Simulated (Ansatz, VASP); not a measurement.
## Two plane-wave programs on MoSe

INCAR

```
SYSTEM = MoSe
PREC = Accurate
ENCUT = 520
EDIFF = 1E-6
ISMEAR = 0
SIGMA = 0.05
LREAL = .False.
LASPH = .True.
NELM = 150
ALGO = Normal
ISIF = 2
LWAVE = .False.
LCHARG = .True.
ISPIN = 2
MAGMOM = 2 0
LORBIT = 11
LMAXMIX = 4
LDAU = .True.
LDAUTYPE = 2
LDAUL = 2 -1
LDAUU = 1 0
LDAUJ = 0 0
LDAUPRINT = 1
GGA = PE
LELF = .True.
LVHAR = .True.
NBANDS = 21
```

Contents of KPOINTS:

```
regular mesh
0
Gamma
  12 12 12
  0 0 0
```

POSCAR

```
MoSe
1.0
    0.0000000000      2.8392909707      2.8392909707
    2.8392909707      0.0000000000      2.8392909707
    2.8392909707      2.8392909707      0.0000000000
Mo Se
1 1
Direct
    0.0000000000      0.0000000000      0.0000000000
    0.2500000000      0.2500000000      0.2500000000
```

Input for Ansatz:

```yaml
crystal:
  lattice:
    - [0.0, 2.8392909707, 2.8392909707]
    - [2.8392909707, 0.0, 2.8392909707]
    - [2.8392909707, 2.8392909707, 0.0]
  atoms:
    - { symbol: Mo, position: [0.0, 0.0, 0.0], spin: 2.0 }
    - { symbol: Se, position: [0.25, 0.25, 0.25] }
basis:
  ecutwfc: 420
kpoints:
  mp_grid: { grid: [12, 12, 12] }
hamiltonian:
  xc: pbe
  hubbard: { sites: [{ species: Mo, l: d, u_eff: 1.0 }] }
scf:
  occupations: { method: gaussian, width: 0.05 }
output:
  forces: true
  stress: true
  eigenvalues: true
  populations: true
magnetization:
  spin_polarized: true
```

Alike in both runs: task single point; functional PBE; k mesh 12 × 12 × 12; occupations gaussian, width 0.05 eV; collinear spin; Hubbard terms Mo d U = 1.0 eV.

|  | VASP | Ansatz |
| --- | --- | --- |
| version | VASP 6.6.1 | Ansatz 0.2.0 |
| potentials or method | VASP PAW PBE potentials, release 64 (Mo_sv, Se), cutoff 520 eV | scalar-relativistic, plane waves, PAW |
| valence electrons in the cell | 20 | 30 |

```tsv
	VASP	Ansatz	Ansatz less VASP
gap on the k mesh at the Fermi level (eV)	none	none	-
pressure (GPa)	1.5	0.9	-0.52
net moment per atom (μB)	0.66	0.67	+0.010
size of the moment on the site where the two differ most (μB)	1.20	0.96	-0.244
```

Site moments also hang on the region over which each program counts them. The programs project onto different local orbitals, so the same U acts differently, and such runs can settle in different states. A gap of «none» marks a metal or a gap that the smearing closes. VASP's potentials hold 20 valence electrons a cell and Ansatz's 30, so a difference there can come from the potentials and not from the codes. Ansatz's warnings: filled band counts differ across k points.
